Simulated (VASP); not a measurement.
Crystal: GaN.

```
Ga N
1.0
     3.18000    0.00000    0.00000
    -1.59000    2.75396    0.00000
     0.00000    0.00000    5.16600
Ga N
2 2
Direct
  0.33333 0.66667 0.00000
  0.66667 0.33333 0.50000
  0.33333 0.66667 0.37500
  0.66667 0.33333 0.87500
```

| Property | Result |
| --- | --- |
| Program | VASP 6.6.1 |
| Task | relaxation of cell and atoms |
| Functional | PBE |
| Potentials or basis | VASP PAW PBE potentials, release 64 (Ga_d, N) |
| Cutoff | 600 eV |
| k mesh | 12 × 12 × 4 |
| Occupations | gaussian, width 0.01 eV |
| Spin | no spin polarisation |

At the start: pressure 7.2 GPa; volume 11.31 Å³/atom.

Where does the relaxation end?

Over 3 steps the energy falls by 10.0 meV/atom and the volume is 11.76 Å³/atom (+4.0 %); space group P6_3mc (No. 186, to 0.1 Å) before and after.

Step by step:
```
step  energy change (eV)  largest force (eV/Å)  pressure (GPa)  volume (Å³)
   1              0.0000                0.1344            7.17        45.24
   2             -0.0118                0.0621           -5.26        48.63
   3             -0.0402                0.0105           -0.03        47.03
```

Final structure:
```cif
data_structure
_symmetry_space_group_name_H-M 'P 1'
_symmetry_Int_Tables_number 1
_cell_length_a 3.2173
_cell_length_b 3.2173
_cell_length_c 5.2468
_cell_angle_alpha 90.000
_cell_angle_beta 90.000
_cell_angle_gamma 120.000
_cell_volume 47.03
loop_
_atom_site_label
_atom_site_type_symbol
_atom_site_fract_x
_atom_site_fract_y
_atom_site_fract_z
_atom_site_occupancy
Ga1 Ga 0.33333 0.66667 0.99931 1
Ga2 Ga 0.66667 0.33333 0.49931 1
N1 N 0.33333 0.66667 0.37569 1
N2 N 0.66667 0.33333 0.87569 1
```
